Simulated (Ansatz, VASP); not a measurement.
**Zn: VASP beside Ansatz**

```
Zn
1.0
     2.66480   -0.01332   -0.01332
    -1.34394    2.31444   -0.00488
    -0.02473   -0.02473    4.94670
Zn
2
Direct
  0.33333 0.66667 0.25000
  0.66667 0.33333 0.75000
```

Change from the starting cell: equal xy, yz and zx shear strains of -1 %.

Alike in both runs: task single point; functional PBEsol; k mesh 18 × 18 × 8; occupations fermi-dirac, width 0.03 eV; no spin polarisation.

|  | VASP | Ansatz |
| --- | --- | --- |
| version | VASP 6.6.1 | Ansatz 0.2.0 |
| potentials or method | VASP PAW PBE potentials, release 64 (Zn), cutoff 520 eV | all-electron LAPW, scalar-relativistic |

VASP gave:

```
pressure (GPa)                                                : -5.0
traceless stress, the component that is largest in VASP (GPa) : 1.20
```

Question: What did Ansatz give for the same quantities?

Answer: Pressure (GPa): -5.3; traceless stress, the component that is largest in VASP (GPa): 1.31.

VASP's potentials were made for PBE, not for PBEsol. Ansatz ran all-electron here, and VASP with PAW potentials.
